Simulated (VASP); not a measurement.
Input of a VASP 6.6.1 run:

POSCAR

```
Al6NiPd5
1.0
    4.2973147030      0.0000000000      0.0000000000
    0.0000000000      4.2973147030      0.0000000000
    0.0000000000      0.0000000000      9.2150195591
Al Ni Pd
6 1 5
Direct
    0.0000000000      0.5000000000      0.6592264078
    0.0000000000      0.5000000000      0.0000000000
    0.0000000000      0.5000000000      0.3407735922
    0.5000000000      0.0000000000      0.6592264078
    0.5000000000      0.0000000000      0.0000000000
    0.5000000000      0.0000000000      0.3407735922
    0.0000000000      0.0000000000      0.5000000000
    0.0000000000      0.0000000000      0.8276779425
    0.0000000000      0.0000000000      0.1723220575
    0.5000000000      0.5000000000      0.8323599580
    0.5000000000      0.5000000000      0.1676400420
    0.5000000000      0.5000000000      0.5000000000
```

INCAR.step1

```
PREC = Accurate
ENCUT = 520
ISMEAR = 0
SIGMA = 0.1
LREAL = False
LASPH = True
NELM = 80
NBANDS = 51
GGA = PE
ALGO = Normal
EDIFF = 1E-4
LWAVE = True
LCHARG = False
KPAR = 4
```

File INCAR.step2:

```
PREC = Accurate
ENCUT = 520
EDIFF = 1E-7
ISMEAR = 0
SIGMA = 0.1
LREAL = False
LASPH = True
NELM = 80
ALGO = Normal
ISIF = 2
LWAVE = False
LCHARG = False
METAGGA = R2SCAN
LMIXTAU = True
NBANDS = 51
ISTART = 1
KPAR = 4
```

KPOINTS

```
Automatic mesh
0
Gamma
  10 10 4
```

Potentials or basis: VASP PAW PBE potentials, release 64 (Al, Ni, Pd).

Command:

```sh
$ cat potpaw_PBE.64/Al/POTCAR potpaw_PBE.64/Ni/POTCAR potpaw_PBE.64/Pd/POTCAR > POTCAR
$ cp INCAR.step1 INCAR
$ mpirun -np 4 vasp_std > vasp.out
$ cp INCAR.step2 INCAR
$ mpirun -np 4 vasp_std > vasp.out
```

Q: Estimate the pressure.

A: -4.1 GPa.

Q: Predict the largest force.

A: 0.010 eV/Å.

Forces on the atoms (eV/Å):
```
Al   0.000  0.000 -0.010
Al   0.000  0.000  0.000
Al   0.000  0.000  0.010
Al   0.000  0.000 -0.010
Al   0.000  0.000  0.000
Al   0.000  0.000  0.010
Ni   0.000  0.000  0.000
Pd   0.000  0.000 -0.005
Pd   0.000  0.000  0.005
Pd   0.000  0.000  0.006
Pd   0.000  0.000 -0.006
Pd   0.000  0.000  0.000
```

Caveat: the cell stands under tension; the PAW data sets were made with another functional, which shifts forces and pressure a little. Spin polarisation is off, so any magnetic state and its effect on volume and gap are missing.
